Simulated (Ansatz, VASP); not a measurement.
## Two plane-wave programs on BSe

```
CELL_PARAMETERS angstrom
-3.56645 3.56645 2.62550
3.56645 -3.56645 2.62550
3.56645 3.56645 -2.62550
ATOMIC_POSITIONS crystal
B 0.75000 0.25000 0.50000
B 0.25000 0.75000 0.50000
B 0.25000 0.25000 0.00000
B 0.75000 0.75000 0.00000
Se 0.65753 0.15753 0.81505
Se 0.15753 0.34247 0.50000
Se 0.34247 0.84247 0.18495
Se 0.84247 0.65753 0.50000
```

Alike in both runs: functional PBE; k mesh 4 × 4 × 4; occupations gaussian, width 0.1 eV; no spin polarisation.

Ansatz relaxed the structure, and its values are those at the end. VASP's run is a single point on that final structure, the one shown.

```csv
,VASP,Ansatz
version,VASP 6.6.1,Ansatz 0.2.0
potentials or method,"VASP PAW PBE potentials, release 64 (B, Se), cutoff 520 eV","scalar-relativistic, plane waves, PAW"
valence electrons in the cell,36,76
```

VASP gave:

| Quantity | Value |
| --- | --- |
| gap on the k mesh at the Fermi level (eV) | none |
| pressure (GPa) | 0.1 |
| rms of the force components (eV/Å) | 0.023 |

What did Ansatz give for the same quantities?

gap on the k mesh at the Fermi level (eV): none; pressure (GPa): 0.0; rms of the force components (eV/Å): 0.009.

A gap of «none» marks a metal or a gap that the smearing closes. VASP's potentials hold 36 valence electrons a cell and Ansatz's 76, so a difference there can come from the potentials and not from the codes.

The k mesh is coarse, so the values compare programs but aren't converged.
